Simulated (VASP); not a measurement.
# Zn4SnN (Cmmm) in VASP: notebook

Zn4SnN is run at these levels: PBE; tasks: single point, relaxation of cell and atoms.

Everything below comes from runs of VASP 6.6.1. Logs are shortened: lines on timing, memory, paths and dates and some standing lists are left out, and cuts for length are marked.

## 1. The cell of the first run

Symmetry: Cmmm, No. 65, orthorhombic system. The conventional cell has a = 5.548 Å, b = 12.695 Å, c = 2.928 Å, α = 90.00°, β = 90.00°, γ = 90.00°. Zn (site symmetry m2m) has 2 N at 2.03 Å and 4 Zn at 2.68 Å within 2.7 Å. Within 3.5 Å of Zn (site symmetry 2/m) lie 8 Zn at 2.68 to 2.93 Å and 2 N at 3.46 Å. Sn (site symmetry mmm) has 2 Sn at 2.93 Å and 12 Zn at 3.11 to 3.76 Å and 4 N at 3.14 Å within 3.9 Å. N (site symmetry mmm) has 4 Zn at 2.03 Å within 2.7 Å.

The cell was generated, and may not be a known phase.

## 2. Single point, PBE

Contents of INCAR:

```
SYSTEM = Zn4SnN
PREC = Accurate
ENCUT = 520
EDIFF = 1E-7
ISMEAR = 0
SIGMA = 0.1
LREAL = .FALSE.
LASPH = .TRUE.
NELM = 60
ALGO = Normal
ISIF = 2
LWAVE = .FALSE.
LCHARG = .TRUE.
GGA = PE
LELF = .TRUE.
LVHAR = .TRUE.
NBANDS = 42
```

Contents of KPOINTS:

```
Automatic mesh
0
G
  4 4 4
  0 0 0
```

Contents of POSCAR:

```
Zn4SnN
1.0
    2.7740620859     -6.3473274127      0.0000000000
    2.7740620859      6.3473274127      0.0000000000
    0.0000000000      0.0000000000      2.9278464787
Zn Sn N
4 1 1
Direct
    0.3891403783      0.6108596217      0.0000000000
    0.6108596217      0.3891403783      0.0000000000
    0.5000000000      0.0000000000      0.5000000000
    0.0000000000      0.5000000000      0.5000000000
    0.0000000000      0.0000000000      0.0000000000
    0.5000000000      0.5000000000      0.5000000000
```

Potentials or basis: VASP PAW PBE potentials, release 64 (Zn, Sn_d, N).

Started as:

```
$ cat potpaw_PBE.64/Zn/POTCAR potpaw_PBE.64/Sn_d/POTCAR potpaw_PBE.64/N/POTCAR > POTCAR
$ mpirun -np 1 vasp_std > vasp.out
```

OUTCAR:

```text
SYSTEM = Zn4SnN
   PREC = Accurate
   ENCUT = 520
   EDIFF = 1E-7
   ISMEAR = 0
   LREAL = .FALSE.
   LASPH = .TRUE.
   NELM = 60
   ISIF = 2
   GGA = PE

 ion  position               nearest neighbor table
   1  0.389  0.611  0.000-   6 2.03   6 2.03   3 2.68   3 2.68   4 2.68   4 2.68   2 2.81   5 3.11
                             5 3.11
   2  0.611  0.389  0.000-   6 2.03   6 2.03   3 2.68   3 2.68   4 2.68   4 2.68   1 2.81   5 3.11
                             5 3.11
   3  0.500  0.000  0.500-   1 2.68   2 2.68   1 2.68   2 2.68   4 2.77   4 2.77
   4  0.000  0.500  0.500-   1 2.68   2 2.68   1 2.68   2 2.68   3 2.77   3 2.77
   5  0.000  0.000  0.000-   2 3.11   1 3.11   2 3.11   1 3.11
   6  0.500  0.500  0.500-   1 2.03   2 2.03   1 2.03   2 2.03

  LATTYP: Found a base centered orthorhombic cell.
 ALAT       =     5.5481241718
 B/A-ratio  =     2.2880985415
 C/A-ratio  =     0.5277182680

  Lattice vectors:

 A1 = (   2.7740620859,  -6.3473274127,   0.0000000000)
 A2 = (   2.7740620859,   6.3473274127,   0.0000000000)
 A3 = (   0.0000000000,   0.0000000000,   2.9278464787)

Analysis of symmetry for initial positions (statically):
=====================================================================
 Subroutine PRICEL returns:
 Original cell was already a primitive cell.

 Routine SETGRP: Setting up the symmetry group for a
 base centered orthorhombic supercell.

 Subroutine GETGRP returns: Found  8 space group operations
 (whereof  8 operations were pure point group operations)
 out of a pool of  8 trial point group operations.

The static configuration has the point symmetry D_2h.

Analysis of symmetry for dynamics (positions and initial velocities):
=====================================================================
 Subroutine PRICEL returns:
 Original cell was already a primitive cell.

 Routine SETGRP: Setting up the symmetry group for a
 base centered orthorhombic supercell.

 Subroutine GETGRP returns: Found  8 space group operations
 (whereof  8 operations were pure point group operations)
 out of a pool of  8 trial point group operations.

The dynamic configuration has the point symmetry D_2h.

 Subroutine INISYM returns: Found  8 space group operations
 (whereof  8 operations are pure point group operations),
 and found     1 'primitive' translations

----------------------------------------------------------------------------------------

                                     Primitive cell

  volume of cell :     103.1063

  direct lattice vectors                    reciprocal lattice vectors
     2.774062086 -6.347327413  0.000000000     0.180241099 -0.078773312  0.000000000
     2.774062086  6.347327413  0.000000000     0.180241099  0.078773312  0.000000000
     0.000000000  0.000000000  2.927846479     0.000000000  0.000000000  0.341547963

  length of vectors
     6.927047404  6.927047404  2.927846479     0.196703047  0.196703047  0.341547963

  position of ions in fractional coordinates (direct lattice)
     0.389140378  0.610859622  0.000000000
     0.610859622  0.389140378  0.000000000
     0.500000000  1.000000000  0.500000000
     1.000000000  0.500000000  0.500000000
     0.000000000  0.000000000  0.000000000
     0.500000000  0.500000000  0.500000000

  ion indices of the primitive-cell ions
   primitive index   ion index
                 1           1
                 2           2
                 3           3
                 4           4
                 5           5
                 6           6

----------------------------------------------------------------------------------------

 KPOINTS: Automatic mesh

Automatic generation of k-mesh.
 Grid dimensions read from file:
 generate k-points for:    4    4    4

 Generating k-lattice:

  Cartesian coordinates                     Fractional coordinates (reciprocal lattice)
     0.045060275 -0.019693328  0.000000000     0.250000000 -0.000000000  0.000000000
     0.045060275  0.019693328  0.000000000    -0.000000000  0.250000000  0.000000000
     0.000000000  0.000000000  0.085386991     0.000000000  0.000000000  0.250000000

  Length of vectors
     0.049175762  0.049175762  0.085386991

  Shift w.r.t. Gamma in fractional coordinates (k-lattice)
     0.000000000  0.000000000  0.000000000

 Subroutine IBZKPT returns following result:
 ===========================================

 Found     21 irreducible k-points:

 Following reciprocal coordinates:
            Coordinates               Weight
  0.000000  0.000000  0.000000      1.000000
  0.250000  0.000000  0.000000      4.000000
  0.500000  0.000000  0.000000      2.000000
  0.250000  0.250000  0.000000      2.000000
  0.500000  0.250000  0.000000      4.000000
 -0.250000  0.250000  0.000000      2.000000
[... 13 lines left out ...]
 -0.250000  0.250000  0.500000      2.000000
  0.500000  0.500000  0.500000      1.000000
   k-points           NKPTS =     21   k-points in BZ     NKDIM =     21   number of bands    NBANDS=     42
   number of dos      NEDOS =    301   number of ions     NIONS =      6
   total plane-waves  NPLWV =  69984
   dimension x,y,z NGX =    54 NGY =   54 NGZ =   24
   dimension x,y,z NGXF=   108 NGYF=  108 NGZF=   48
   ions per type =               4   1   1
   NGX,Y,Z   is equivalent  to a cutoff of  12.96, 12.96, 13.63 a.u.
   NGXF,Y,Z  is equivalent  to a cutoff of  25.92, 25.92, 27.25 a.u.
 SYSTEM =  Zn4SnN
   PREC   = accura    normal or accurate (medium, high low for compatibility)
   ISTART =      0    job   : 0-new  1-cont  2-samecut
   ICHARG =      2    charge: 1-file 2-atom 10-const
   ISPIN  =      1    spin polarized calculation?
   LNONCOLLINEAR =      F non collinear calculations
   LSORBIT =      F    spin-orbit coupling
   LASPH  =      T    aspherical Exc in radial PAW
   ENCUT  =  520.0 eV  38.22 Ry    6.18 a.u.  12.88 12.88  5.44*2*pi/ulx,y,z
   NELM   =     60;   NELMIN=  2; NELMDL= -5     # of ELM steps
   EDIFF  = 0.1E-06   stopping-criterion for ELM
   LREAL  =      F    real-space projection
   EDIFFG = 0.1E-05   stopping-criterion for IOM
   NSW    =      0    number of steps for IOM
   IBRION =     -1    ionic relax: 0-MD 1-quasi-New 2-CG
   NFREE  =      0    steps in history (QN), initial steepest desc. (CG)
   ISIF   =      2    stress and relaxation
   ISYM   =      2    0-nonsym 1-usesym 2-fastsym
   POTIM  = 0.5000    time-step for ionic-motion
   TEBEG  =    0.0;   TEEND  =   0.0 temperature during run
   PSTRESS=    0.0 pullay stress
   NELECT =      67.0000    total number of electrons
   NUPDOWN=      -1.0000    fix difference up-down
   EMIN   =  10.00;   EMAX   =-10.00  energy-range for DOS
   EFERMI =   0.00;   METHOD = LEGACY
   ISMEAR =     0;   SIGMA  =   0.10  broadening in eV -4-tet -1-fermi 0-gaus
   EFERMI_NEDOS =   21; number of points for ismear=-14 and -15
   IALGO  =     38    algorithm
   IMIX   =      4    mixing-type and parameters
     AMIX     =   0.40;   BMIX     =  1.00
     AMIX_MAG =   1.60;   BMIX_MAG =  1.00
  volume/ion in A,a.u.               =      17.18       115.97
  Fermi-wavevector in a.u.,A,eV,Ry     =   1.417984  2.679601 27.356941  2.010678
  Thomas-Fermi vector in A             =   2.539157
   LORBIT       =      0    0 simple, 1 ext, 2 COOP (PROOUT), +10 PAW based schemes
   GGA     = PE    functional components
   LHFCALC =     F    Hartree Fock is set to
   AEXX    =    0.0000 exact exchange contribution
   IVDW    =     0    specifies the selected vdW correction
   LEPSILON=     F    determine dielectric tensor
   LRPA    =     F    only Hartree local field effects (RPA)
 non-spin polarized calculation
 Gauss-broadening in eV      SIGMA  =   0.10
  energy-cutoff  :      520.00
  volume of cell :      103.11
 maximum number of plane-waves:      2814
 NGX is ok and might be reduce to    54
   NGX = 25   NGY = 25   NGZ = 11

 number of electron      67.0000022 magnetization

 Free energy of the ion-electron system (eV)
  ---------------------------------------------------
  ext. energy  EPLUGINS =         0.00000000
  ---------------------------------------------------
  free energy    TOTEN  =       -14.54573937 eV

  energy without entropy =      -14.54221416  energy(sigma->0) =      -14.54397676

 E-fermi :   3.8040     XC(G=0): -10.7715

 val. band max:        3.7119904958   @ k =   0.5000   0.5000   0.0000
 cond. band min:       3.8726521058   @ k =   0.5000   0.5000   0.0000
 fundamental gap:      0.1606616099
 Fermi energy:         3.8039631442

 k-point     1 :       0.0000    0.0000    0.0000
  band No.  band energies     occupation
      1     -18.1919      2.00000
      2     -17.9319      2.00000
      3     -17.9192      2.00000
      4     -17.8374      2.00000
      5     -17.7861      2.00000
      6     -10.8859      2.00000
[... 34 lines left out ...]
     41      12.0850      0.00000
     42      12.8199      0.00000

 k-point     2 :       0.2500    0.0000    0.0000
  band No.  band energies     occupation
      1     -18.1916      2.00000
      2     -17.9323      2.00000
      3     -17.9180      2.00000
      4     -17.8374      2.00000
      5     -17.7861      2.00000
      6     -10.8557      2.00000
[... 34 lines left out ...]
     41      12.2131      0.00000
     42      12.5192      0.00000

 k-point     3 :       0.5000    0.0000    0.0000
  band No.  band energies     occupation
      1     -18.1913      2.00000
      2     -17.9326      2.00000
      3     -17.9169      2.00000
      4     -17.8375      2.00000
      5     -17.7861      2.00000
      6     -10.8247      2.00000
[... 34 lines left out ...]
     41      11.8377      0.00000
     42      12.3600      0.00000

 k-point     4 :       0.2500    0.2500    0.0000
  band No.  band energies     occupation
      1     -18.1913      2.00000
      2     -17.9326      2.00000
      3     -17.9169      2.00000
      4     -17.8375      2.00000
      5     -17.7861      2.00000
      6     -10.8247      2.00000
[... 709 lines left out ...]
     41       8.4974      0.00000
     42       8.7322      0.00000

 k-point    20 :      -0.2500    0.2500    0.5000
  band No.  band energies     occupation
      1     -18.0126      2.00000
      2     -17.9615      2.00000
      3     -17.9117      2.00000
      4     -17.9088      2.00000
      5     -17.6904      2.00000
      6      -9.8115      2.00000
[... 34 lines left out ...]
     41       9.5837      0.00000
     42       9.7080      0.00000

 k-point    21 :       0.5000    0.5000    0.5000
  band No.  band energies     occupation
      1     -18.0126      2.00000
      2     -17.9615      2.00000
      3     -17.9117      2.00000
      4     -17.9088      2.00000
      5     -17.6904      2.00000
      6      -9.8106      2.00000
[... 34 lines left out ...]
     41       8.6124      0.00000
     42       8.8024      0.00000

------------------------ aborting loop because EDIFF is reached ----------------------------------------

  FORCE on cell =-STRESS in cart. coord.  units (eV):
  Direction    XX          YY          ZZ          XY          YZ          ZX
  --------------------------------------------------------------------------------------
  -------------------------------------------------------------------------------------
  Total       -0.0632626      0.4423740      0.4088386     -0.0000000      0.0000000      0.0000000
  in kB       -0.9830430      6.8740828      6.3529744     -0.0000000      0.0000000      0.0000000
  external PRESSURE =       4.0813381 kB  Pullay stress =       0.0000000 kB

 VOLUME and BASIS-vectors are now :
 -----------------------------------------------------------------------------
  energy-cutoff  :      520.00
  volume of cell :      103.11
      direct lattice vectors                 reciprocal lattice vectors
     2.774062086 -6.347327413  0.000000000     0.180241099 -0.078773312  0.000000000
     2.774062086  6.347327413  0.000000000     0.180241099  0.078773312  0.000000000
     0.000000000  0.000000000  2.927846479     0.000000000  0.000000000  0.341547963

 POSITION                                       TOTAL-FORCE (eV/Angst)
 -----------------------------------------------------------------------------------
      2.77406      1.40732      0.00000         0.000000      0.074781     -0.000000
      2.77406     -1.40732      0.00000         0.000000     -0.074781      0.000000
      1.38703     -3.17366      1.46392        -0.000000     -0.000000      0.000000
      1.38703      3.17366      1.46392         0.000000      0.000000      0.000000
      0.00000      0.00000      0.00000         0.000000      0.000000      0.000000
      2.77406      0.00000      1.46392         0.000000      0.000000      0.000000
 -----------------------------------------------------------------------------------
    total drift:                                0.000000      0.000000      0.000000

  FREE ENERGIE OF THE ION-ELECTRON SYSTEM (eV)
  ---------------------------------------------------
  free  energy   TOTEN  =       -14.5457393716 eV

  energy  without entropy=      -14.5422141553  energy(sigma->0) =      -14.54397676
```

It took 83 s on 1 thread of Intel Xeon 6975P-C (Granite Rapids), shared host; peak memory 0.29 GiB.

Results:

| Quantity | Value |
| --- | --- |
| Free energy | -14.5457 eV |
| Pressure | 0.4 GPa |
| Largest force | 0.075 eV/Å |
| Band gap on the k mesh | zero (an odd number of electrons rules out a gap without spin polarisation) |

Forces in eV/Å, atoms in the order of the input:
```
Zn   0.000  0.075  0.000
Zn   0.000 -0.075  0.000
Zn   0.000  0.000  0.000
Zn   0.000  0.000  0.000
Sn   0.000  0.000  0.000
N    0.000  0.000  0.000
```

Caveat: the k points lie up to 0.54 Å⁻¹ apart, too coarse for converged energies and pressures of a metal; spin-orbit coupling is left out, which moves the levels of the heavy elements.

[end of part 1 of 2]

The gap in the log of VASP goes by the Fermi energy; the results here count the filled bands.